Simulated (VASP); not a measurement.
Crystal: PtS2.

```
Pt S
1.0
     3.44013    0.00000    0.00000
    -1.72007    2.97924    0.00000
     0.00000    0.00000   10.71167
Pt S
2 4
Cartesian
  0.0000 1.9862 2.6779
  1.7201 0.9931 8.0337
  1.7201 0.9931 4.0917
  1.7201 0.9931 1.2641
  0.0000 1.9862 9.4476
  0.0000 1.9862 6.6199
```

Base run:

* Program: VASP 6.6.1
* Functional: r2SCAN
* Potentials or basis: VASP PAW PBE potentials, release 64 (Pt, S)
* Cutoff: 520 eV
* k mesh: 12 × 12 × 4
* Occupations: fermi-dirac, width 0.02 eV
* Spin: no spin polarisation

Its results: band gap on the k mesh zero (band 22 reaches 7.23 eV, above the bottom of band 23 at 6.59 eV); pressure 1.3 GPa; largest force 0.092 eV/Å.

Task: The run is repeated on the same cell with these changes: functional from r2SCAN to PBE. What comes out?

Result: Band gap on the k mesh zero (band 22 reaches 7.38 eV, above the bottom of band 23 at 6.79 eV); pressure 2.9 GPa; largest force 0.078 eV/Å.

Caveats: spin-orbit coupling is left out, which moves the levels of the heavy elements; the PAW data sets were made with another functional, which shifts forces and pressure a little (some runs).
